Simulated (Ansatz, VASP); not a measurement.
## SiC: VASP beside Ansatz

File INCAR:

```
ALGO = Normal
EDIFF = 1E-7
ENCUT = 520
GGA = PE
ISIF = 2
ISMEAR = 0
LASPH = True
LCHARG = False
LREAL = False
LWAVE = False
NBANDS = 26
NELM = 80
PREC = Accurate
SIGMA = 0.05
```

Contents of KPOINTS:

```
k-points
0
Gamma
  12 12 4
```

The input POSCAR:

```
SiC
1.0
    3.1663000000      0.0000000000      0.0000000000
   -1.5831500000      2.7420962360      0.0000000000
    0.0000000000      0.0000000000      9.3188000000
Si C
4 4
Direct
    0.6666666667      0.3333333333      0.9378436843
    0.3333333333      0.6666666667      0.4378436843
    0.0000000000      0.0000000000      0.6878989045
    0.0000000000      0.0000000000      0.1878989045
    0.6666666667      0.3333333333      0.7498087506
    0.3333333333      0.6666666667      0.2498087506
    0.0000000000      0.0000000000      0.5004476606
    0.0000000000      0.0000000000      0.0004476606
```

Input for Ansatz:

```yaml
crystal:
  lattice:
    - [3.1663, 0.0, 0.0]
    - [-1.58315, 2.742096236, 0.0]
    - [0.0, 0.0, 9.3188]
  atoms:
    - { symbol: Si, position: [0.6666666667, 0.3333333333, 0.9378436843] }
    - { symbol: Si, position: [0.3333333333, 0.6666666667, 0.4378436843] }
    - { symbol: Si, position: [0.0, 0.0, 0.6878989045] }
    - { symbol: Si, position: [0.0, 0.0, 0.1878989045] }
    - { symbol: C, position: [0.6666666667, 0.3333333333, 0.7498087506] }
    - { symbol: C, position: [0.3333333333, 0.6666666667, 0.2498087506] }
    - { symbol: C, position: [0.0, 0.0, 0.5004476606] }
    - { symbol: C, position: [0.0, 0.0, 0.0004476606] }
basis:
  ecutwfc: 520.0
kpoints:
  mp_grid: { grid: [12, 12, 4] }
hamiltonian:
  xc: pbe
  pseudopotentials: { kind: paw, azcp: { folder: soft_1 } }
scf:
  occupations: { method: gaussian, width: 0.05 }
output:
  forces: true
  stress: true
  eigenvalues: true
```

Alike in both runs: task single point; functional PBE; k mesh 12 × 12 × 4; occupations gaussian, width 0.05 eV; no spin polarisation.

|  | VASP | Ansatz |
| --- | --- | --- |
| version | VASP 6.6.1 | Ansatz 0.2.0 |
| potentials or method | VASP PAW PBE potentials, release 64 (Si, C), cutoff 520 eV | scalar-relativistic, plane waves, PAW |
| valence electrons in the cell | 32 | 32 |

|  | VASP | Ansatz | Ansatz less VASP |
| --- | --- | --- | --- |
| gap on the k mesh at the Fermi level (eV) | 1.58 | 1.59 | +0.013 |
| least direct gap on the mesh (eV) | 2.69 | 2.70 | +0.006 |
| pressure (GPa) | 12.0 | 12.1 | +0.07 |
| traceless stress, the component that is largest in VASP (GPa) | 45.33 | 45.20 | -0.132 |
| rms of the force components (eV/Å) | 1.083 | 1.086 | +0.0024 |

Atom by atom the forces differ by 0.003 eV/Å (rms over components). The functional is the same, so the differences come from potentials, cutoffs and numerics.
